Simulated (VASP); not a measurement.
Wanted: the native input for a VASP 6.6.1 run.

* Task: single point
* Functional: LDA
* Potentials or basis: VASP PAW LDA potentials, release 64 (Hf_pv)
* Cutoff: 520 eV
* k mesh: 9 × 9 × 9
* Occupations: fermi-dirac, width 0.1 eV
* Spin: no spin polarisation
* Dipole correction: no
* Further INCAR settings: ALGO = Normal; EDIFF = 1e-06; NBANDS = 11

The structure of Hf lies in POSCAR:

```
Hf
1.0
    1.7211568575      1.7211568575      1.7211568575
   -1.7211568575      1.7211568575      1.7211568575
   -1.7211568575     -1.7211568575      1.7211568575
Hf
1
Direct
    0.0000000000      0.0000000000      0.0000000000
```

One way to write it, as run:

INCAR

```
SYSTEM = Hf
PREC = Accurate
ENCUT = 520
EDIFF = 1E-6
ISMEAR = -1
SIGMA = 0.1
LREAL = .FALSE.
LASPH = .TRUE.
NELM = 80
ALGO = Normal
ISIF = 2
LWAVE = .FALSE.
LCHARG = .FALSE.
GGA = CA
NBANDS = 11
```

KPOINTS

```
Automatic mesh
0
G
  9 9 9
  0 0 0
```

Potentials or basis: VASP PAW LDA potentials, release 64 (Hf_pv).

Command:

```console
$ cat potpaw_LDA.64/Hf_pv/POTCAR > POTCAR
$ mpirun -np 1 vasp_std > vasp.out
```

It gave:

```json
{
 "Pressure": "0.1 GPa",
 "Band gap on the k mesh": "zero (band 5 reaches 6.61 eV, above the bottom of band 6 at 4.49 eV)"
}
```

Caveat: spin-orbit coupling is left out, which moves the levels of the heavy elements.

It took 6.5 s on 1 thread of AMD EPYC 7R13 Processor (Zen 3), on a shared host, peak memory 0.1 GiB.
